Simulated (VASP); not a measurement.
# SnO (P4/nmm) in VASP: notebook

Runs on SnO. Level: PBEsol. Tasks: single point.

Everything below comes from runs of VASP 6.6.1. Logs are shortened: lines on timing, memory, paths and dates and some standing lists are left out, and cuts for length are marked.

## 1. The cell of the first run

Symmetry: P4/nmm, No. 129, tetragonal system. The conventional cell has a = 3.671 Å, b = 3.671 Å, c = 4.751 Å, α = 90.00°, β = 90.00°, γ = 90.00°. Within 2.9 Å of Sn (site symmetry 4mm) lie 4 O at 2.17 Å. Within 2.9 Å of O (site symmetry -4m2) lie 4 Sn at 2.17 Å and 4 O at 2.60 Å.

## 2. Single point, PBEsol

Input file INCAR:

```
  ALGO = Normal
  EDIFF = 1E-6
  ENCUT = 520
  GGA = PS
  ISIF = 2
  ISMEAR = 0
  LASPH = T
  LCHARG = T
  LELF = T
  LREAL = F
  LVHAR = T
  LWAVE = F
  NBANDS = 28
  NELM = 100
  PREC = Accurate
  SIGMA = 0.15
```

Input file KPOINTS:

```
k-points
0
Gamma
  10 10 8
```

Input file POSCAR:

```
SnO
1.0
    3.6711000000      0.0000000000      0.0000000000
    0.0000000000      3.6711000000      0.0000000000
    0.0000000000      0.0000000000      4.7505758764
Sn O
2 2
Direct
    0.0000000000      0.5000000000      0.2424656060
    0.5000000000      0.0000000000      0.7575343940
    0.0000000000      0.0000000000      0.0000000000
    0.5000000000      0.5000000000      0.0000000000
```

Potentials or basis: VASP PAW PBE potentials, release 64 (Sn_d, O).

Command:

```
cat potpaw_PBE.64/Sn_d/POTCAR potpaw_PBE.64/O/POTCAR > POTCAR
mpirun -np 1 vasp_std > vasp.out
```

OUTCAR:

```text
EDIFF = 1E-6
   ENCUT = 520
   GGA = PS
   ISIF = 2
   ISMEAR = 0
   LASPH = T
   LREAL = F
   NELM = 100
   PREC = Accurate

 ion  position               nearest neighbor table
   1  0.000  0.500  0.242-   3 2.17   4 2.17   3 2.17   4 2.17   2 3.47   2 3.47   2 3.47   2 3.47
                             2 3.57   2 3.57   2 3.57   2 3.57
   2  0.500  0.000  0.758-   3 2.17   4 2.17   4 2.17   3 2.17   1 3.47   1 3.47   1 3.47   1 3.47
                             1 3.57   1 3.57   1 3.57   1 3.57
   3  0.000  0.000  0.000-   1 2.17   2 2.17   1 2.17   2 2.17
   4  0.500  0.500  0.000-   1 2.17   2 2.17   2 2.17   1 2.17

  LATTYP: Found a simple tetragonal cell.
 ALAT       =     3.6711000000
 C/A-ratio  =     1.2940469822

  Lattice vectors:

 A1 = (   3.6711000000,   0.0000000000,   0.0000000000)
 A2 = (   0.0000000000,   3.6711000000,   0.0000000000)
 A3 = (   0.0000000000,   0.0000000000,   4.7505758764)

Analysis of symmetry for initial positions (statically):
=====================================================================
 Subroutine PRICEL returns:
 Original cell was already a primitive cell.

 Routine SETGRP: Setting up the symmetry group for a
 simple tetragonal supercell.

 Subroutine GETGRP returns: Found 16 space group operations
 (whereof  8 operations were pure point group operations)
 out of a pool of 16 trial point group operations.

The static configuration has the point symmetry D_2d.
 The point group associated with its full space group is D_4h.

Analysis of symmetry for dynamics (positions and initial velocities):
=====================================================================
 Subroutine PRICEL returns:
 Original cell was already a primitive cell.

 Routine SETGRP: Setting up the symmetry group for a
 simple tetragonal supercell.

 Subroutine GETGRP returns: Found 16 space group operations
 (whereof  8 operations were pure point group operations)
 out of a pool of 16 trial point group operations.

The dynamic configuration has the point symmetry D_2d.
 The point group associated with its full space group is D_4h.

 Subroutine INISYM returns: Found 16 space group operations
 (whereof  8 operations are pure point group operations),
 and found     1 'primitive' translations

----------------------------------------------------------------------------------------

                                     Primitive cell

  volume of cell :      64.0234

  direct lattice vectors                    reciprocal lattice vectors
     3.671100000  0.000000000  0.000000000     0.272397919  0.000000000  0.000000000
     0.000000000  3.671100000  0.000000000     0.000000000  0.272397919  0.000000000
     0.000000000  0.000000000  4.750575876     0.000000000  0.000000000  0.210500795

  length of vectors
     3.671100000  3.671100000  4.750575876     0.272397919  0.272397919  0.210500795

  position of ions in fractional coordinates (direct lattice)
     0.000000000  0.500000000  0.242465606
     0.500000000  0.000000000  0.757534394
     0.000000000  0.000000000  0.000000000
     0.500000000  0.500000000  0.000000000

  ion indices of the primitive-cell ions
   primitive index   ion index
                 1           1
                 2           2
                 3           3
                 4           4

----------------------------------------------------------------------------------------

 KPOINTS: k-points

Automatic generation of k-mesh.
 Grid dimensions read from file:
 generate k-points for:   10   10    8

 Generating k-lattice:

  Cartesian coordinates                     Fractional coordinates (reciprocal lattice)
     0.027239792  0.000000000  0.000000000     0.100000000  0.000000000  0.000000000
     0.000000000  0.027239792  0.000000000     0.000000000  0.100000000  0.000000000
     0.000000000  0.000000000  0.026312599     0.000000000  0.000000000  0.125000000

  Length of vectors
     0.027239792  0.027239792  0.026312599

  Shift w.r.t. Gamma in fractional coordinates (k-lattice)
     0.000000000  0.000000000  0.000000000

 Subroutine IBZKPT returns following result:
 ===========================================

 Found    105 irreducible k-points:

 Following reciprocal coordinates:
            Coordinates               Weight
  0.000000  0.000000  0.000000      1.000000
  0.100000  0.000000  0.000000      4.000000
  0.200000  0.000000  0.000000      4.000000
  0.300000  0.000000  0.000000      4.000000
  0.400000  0.000000  0.000000      4.000000
  0.500000  0.000000  0.000000      2.000000
[... 16 lines left out ...]
  0.100000  0.000000  0.125000      8.000000
  0.200000  0.000000  0.125000      8.000000
 [... further k-points ...]
   k-points           NKPTS =    105   k-points in BZ     NKDIM =    105   number of bands    NBANDS=     28
   number of dos      NEDOS =    301   number of ions     NIONS =      4
   total plane-waves  NPLWV =  28224
   dimension x,y,z NGX =    28 NGY =   28 NGZ =   36
   dimension x,y,z NGXF=    56 NGYF=   56 NGZF=   72
   ions per type =               2   2
   NGX,Y,Z   is equivalent  to a cutoff of  12.68, 12.68, 12.60 a.u.
   NGXF,Y,Z  is equivalent  to a cutoff of  25.36, 25.36, 25.20 a.u.
 SYSTEM =  unknown system
   PREC   = accura    normal or accurate (medium, high low for compatibility)
   ISTART =      0    job   : 0-new  1-cont  2-samecut
   ICHARG =      2    charge: 1-file 2-atom 10-const
   ISPIN  =      1    spin polarized calculation?
   LNONCOLLINEAR =      F non collinear calculations
   LSORBIT =      F    spin-orbit coupling
   LASPH  =      T    aspherical Exc in radial PAW
   ENCUT  =  520.0 eV  38.22 Ry    6.18 a.u.   6.83  6.83  8.83*2*pi/ulx,y,z
   NELM   =    100;   NELMIN=  2; NELMDL= -5     # of ELM steps
   EDIFF  = 0.1E-05   stopping-criterion for ELM
   LREAL  =      F    real-space projection
   EDIFFG = 0.1E-04   stopping-criterion for IOM
   NSW    =      0    number of steps for IOM
   IBRION =     -1    ionic relax: 0-MD 1-quasi-New 2-CG
   NFREE  =      0    steps in history (QN), initial steepest desc. (CG)
   ISIF   =      2    stress and relaxation
   ISYM   =      2    0-nonsym 1-usesym 2-fastsym
   POTIM  = 0.5000    time-step for ionic-motion
   TEBEG  =    0.0;   TEEND  =   0.0 temperature during run
   PSTRESS=    0.0 pullay stress
   NELECT =      40.0000    total number of electrons
   NUPDOWN=      -1.0000    fix difference up-down
   EMIN   =  10.00;   EMAX   =-10.00  energy-range for DOS
   EFERMI =   0.00;   METHOD = LEGACY
   ISMEAR =     0;   SIGMA  =   0.15  broadening in eV -4-tet -1-fermi 0-gaus
   EFERMI_NEDOS =   21; number of points for ismear=-14 and -15
   IALGO  =     38    algorithm
   IMIX   =      4    mixing-type and parameters
     AMIX     =   0.40;   BMIX     =  1.00
     AMIX_MAG =   1.60;   BMIX_MAG =  1.00
  volume/ion in A,a.u.               =      16.01       108.01
  Fermi-wavevector in a.u.,A,eV,Ry     =   1.399529  2.644727 26.649482  1.958682
  Thomas-Fermi vector in A             =   2.522579
   LORBIT       =      0    0 simple, 1 ext, 2 COOP (PROOUT), +10 PAW based schemes
   GGA     = PS    functional components
   LHFCALC =     F    Hartree Fock is set to
   AEXX    =    0.0000 exact exchange contribution
   IVDW    =     0    specifies the selected vdW correction
   LEPSILON=     F    determine dielectric tensor
   LRPA    =     F    only Hartree local field effects (RPA)
 non-spin polarized calculation
 Gauss-broadening in eV      SIGMA  =   0.15
  energy-cutoff  :      520.00
  volume of cell :       64.02
 maximum number of plane-waves:      1760
 NGX is ok and might be reduce to    28
   NGX = 13   NGY = 13   NGZ = 17

 number of electron      39.9999985 magnetization

 Free energy of the ion-electron system (eV)
  ---------------------------------------------------
  ext. energy  EPLUGINS =         0.00000000
  ---------------------------------------------------
  free energy    TOTEN  =       -24.05621540 eV

  energy without entropy =      -24.05235455  energy(sigma->0) =      -24.05428498

 E-fermi :   8.4671     XC(G=0): -10.9583

 val. band max:        8.4412459629   @ k =   0.4000   0.4000   0.0000
 cond. band min:       8.5211656075   @ k =   0.1000   0.1000   0.0000
 fundamental gap:      0.0799196447
 Fermi energy:         8.4671307369

 k-point     1 :       0.0000    0.0000    0.0000
  band No.  band energies     occupation
      1     -14.0264      2.00000
      2     -13.4182      2.00000
      3     -13.4160      2.00000
      4     -13.4160      2.00000
      5     -13.3401      2.00000
      6     -13.3334      2.00000
[... 20 lines left out ...]
     27      15.0180      0.00000
     28      15.2479      0.00000

 k-point     2 :       0.1000    0.0000    0.0000
  band No.  band energies     occupation
      1     -14.0220      2.00000
      2     -13.4261      2.00000
      3     -13.4140      2.00000
      4     -13.4121      2.00000
      5     -13.3890      2.00000
      6     -13.3348      2.00000
[... 20 lines left out ...]
     27      15.1652      0.00000
     28      16.3002      0.00000

 k-point     3 :       0.2000    0.0000    0.0000
  band No.  band energies     occupation
      1     -14.0099      2.00000
      2     -13.5824      2.00000
      3     -13.4075      2.00000
      4     -13.4013      2.00000
      5     -13.3870      2.00000
      6     -13.3388      2.00000
[... 20 lines left out ...]
     27      15.3891      0.00000
     28      18.1394      0.00000

 k-point     4 :       0.3000    0.0000    0.0000
  band No.  band energies     occupation
      1     -13.9910      2.00000
      2     -13.7284      2.00000
      3     -13.3962      2.00000
      4     -13.3857      2.00000
      5     -13.3708      2.00000
      6     -13.3437      2.00000
[... 20 lines left out ...]
     27      15.7466      0.00000
     28      19.1400      0.00000

 k-point     5 :       0.4000    0.0000    0.0000
  band No.  band energies     occupation
      1     -13.9616      2.00000
      2     -13.8383      2.00000
      3     -13.3824      2.00000
      4     -13.3691      2.00000
      5     -13.3648      2.00000
      6     -13.3490      2.00000
[... 20 lines left out ...]
     27      16.1907      0.00000
     28      17.8531      0.00000

 k-point     6 :       0.5000    0.0000    0.0000
  band No.  band energies     occupation
      1     -13.9138      2.00000
      2     -13.9138      2.00000
      3     -13.3702      2.00000
      4     -13.3702      2.00000
      5     -13.3563      2.00000
      6     -13.3563      2.00000
[... 463 lines left out ...]
      5     -13.3133      2.00000
      6     -13.3133      2.00000
[... 20 lines left out ...]
     27      17.0131      0.00000
     28      17.0131      0.00000

 k-point    22 :       0.0000    0.0000    0.1250
  band No.  band energies     occupation
      1     -14.0229      2.00000
      2     -13.4219      2.00000
      3     -13.4109      2.00000
      4     -13.4109      2.00000
      5     -13.3401      2.00000
      6     -13.3309      2.00000
[... 20 lines left out ...]
     27      14.9007      0.00000
     28      15.3695      0.00000

 k-point    23 :       0.1000    0.0000    0.1250
  band No.  band energies     occupation
      1     -14.0189      2.00000
      2     -13.4366      2.00000
      3     -13.4082      2.00000
      4     -13.4082      2.00000
      5     -13.3891      2.00000
      6     -13.3320      2.00000
[... 20 lines left out ...]
     27      15.1686      0.00000
     28      16.3345      0.00000

 k-point    24 :       0.2000    0.0000    0.1250
  band No.  band energies     occupation
      1     -14.0080      2.00000
      2     -13.5901      2.00000
      3     -13.4009      2.00000
      4     -13.4004      2.00000
      5     -13.3894      2.00000
      6     -13.3353      2.00000
[... 20 lines left out ...]
     27      15.5037      0.00000
     28      18.0932      0.00000

 [... further k-points ...]

------------------------ aborting loop because EDIFF is reached ----------------------------------------

  FORCE on cell =-STRESS in cart. coord.  units (eV):
  Direction    XX          YY          ZZ          XY          YZ          ZX
  --------------------------------------------------------------------------------------
  -------------------------------------------------------------------------------------
  Total        4.3018172      4.3018172      2.4000524      0.0000000     -0.0000000      0.0000000
  in kB      107.6524320    107.6524320     60.0610075      0.0000000     -0.0000000      0.0000000
  external PRESSURE =      91.7886239 kB  Pullay stress =       0.0000000 kB

 VOLUME and BASIS-vectors are now :
 -----------------------------------------------------------------------------
  energy-cutoff  :      520.00
  volume of cell :       64.02
      direct lattice vectors                 reciprocal lattice vectors
     3.671100000  0.000000000  0.000000000     0.272397919  0.000000000  0.000000000
     0.000000000  3.671100000  0.000000000     0.000000000  0.272397919  0.000000000
     0.000000000  0.000000000  4.750575876     0.000000000  0.000000000  0.210500795

 POSITION                                       TOTAL-FORCE (eV/Angst)
 -----------------------------------------------------------------------------------
      0.00000      1.83555      1.15185        -0.000000      0.000000      1.073643
      1.83555      0.00000      3.59872         0.000000      0.000000     -1.073643
      0.00000      0.00000      0.00000         0.000000      0.000000      0.000000
      1.83555      1.83555      0.00000        -0.000000     -0.000000      0.000000
 -----------------------------------------------------------------------------------
    total drift:                                0.000000      0.000000      0.000000

  FREE ENERGIE OF THE ION-ELECTRON SYSTEM (eV)
  ---------------------------------------------------
  free  energy   TOTEN  =       -24.0562154038 eV

  energy  without entropy=      -24.0523545519  energy(sigma->0) =      -24.05428498
```

Wall time 90 s (1 thread of AMD EPYC 9R45 (Zen 5), shared host); peak memory 0.25 GiB.

Results:

- Free energy: -24.0562 eV
- Pressure: 9.2 GPa
- Largest force: 1.074 eV/Å
- Band gap on the k mesh: zero (bands 20 and 21 overlap by 0.56 eV)

Forces in eV/Å, atoms in the order of the input:
```
Sn   0.000  0.000  1.074
Sn   0.000  0.000 -1.074
O    0.000  0.000  0.000
O    0.000  0.000  0.000
```

Caveat: the cell stands under pressure; semilocal functionals underestimate gaps, so a narrow gap can read as zero; the PAW data sets were made with another functional, which shifts forces and pressure a little; spin-orbit coupling is left out, which moves the levels of the heavy elements.

## 3. Single point, PBEsol

This run uses another cell than the first one, of 16.33 Å³/atom.

Input file INCAR:

```
ALGO = Normal ; EDIFF = 1E-7
ENCUT = 520 ; GGA = PS
ISIF = 2 ; ISMEAR = 0
LASPH = T ; LCHARG = F
LREAL = F ; LWAVE = F
NBANDS = 28 ; NELM = 80
PREC = Accurate ; SIGMA = 0.15
```

KPOINTS is that of step 2.

Input file POSCAR:

```
SnO
1.0
    3.8042540618      0.0000000000      0.0000000000
    0.0000000000      3.8042540618      0.0000000000
    0.0000000000      0.0000000000      4.5130000000
Sn O
2 2
Direct
    0.0000000000      0.5000000000      0.2424656060
    0.5000000000      0.0000000000      0.7575343940
    0.0000000000      0.0000000000      0.0000000000
    0.5000000000      0.5000000000      0.0000000000
```

Potentials or basis: VASP PAW PBE potentials, release 64 (Sn_d, O).

Command:

```
cat potpaw_PBE.64/Sn_d/POTCAR potpaw_PBE.64/O/POTCAR > POTCAR
mpirun -np 1 vasp_std > vasp.out
```

Wall time 95 s (1 thread of AMD EPYC 9R45 (Zen 5), shared host); peak memory 0.25 GiB.

It converged, with:

```yaml
Free_energy: -24.1381 eV
Pressure: 5.0 GPa
Largest_force: 0.999 eV/Å
Band_gap_on_the_k_mesh: zero (bands 20 and 21 overlap by 0.03 eV)
```

Forces on the atoms (eV/Å):
```
Sn   0.000  0.000  0.999
Sn   0.000  0.000 -0.999
O    0.000  0.000  0.000
O    0.000  0.000  0.000
```

Stress tensor (GPa, compression positive):
```
4.22 0.00 0.00
0.00 4.22 0.00
0.00 0.00 6.62
```

Levels at points of the mesh, in eV from the Fermi level:
| k point | band 18 | band 19 | band 20 | band 21 | band 22 | band 23 |
| --- | --- | --- | --- | --- | --- | --- |
| (0.00, 0.00, 0.00) | -3.62 | -3.62 | -0.21 | 2.14 | 4.57 | 4.57 |
| (0.50, 0.00, 0.00) | -5.26 | -2.80 | -2.80 | 3.55 | 3.55 | 5.91 |
| (0.50, 0.50, 0.00) | -2.91 | -1.78 | -1.78 | -0.14 | -0.14 | 4.71 |
| (0.00, 0.00, 0.50) | -3.64 | -2.67 | -2.04 | 1.23 | 2.63 | 2.63 |
| (0.50, 0.00, 0.50) | -5.28 | -1.71 | -1.71 | 2.87 | 2.87 | 5.23 |
| (0.50, 0.50, 0.50) | -2.91 | -2.91 | -2.91 | 2.42 | 2.42 | 4.56 |

Caveat: the cell stands under pressure; semilocal functionals underestimate gaps, so a narrow gap can read as zero; the PAW data sets were made with another functional, which shifts forces and pressure a little; spin-orbit coupling is left out, which moves the levels of the heavy elements.

(Part 1 of 2 ends here.)
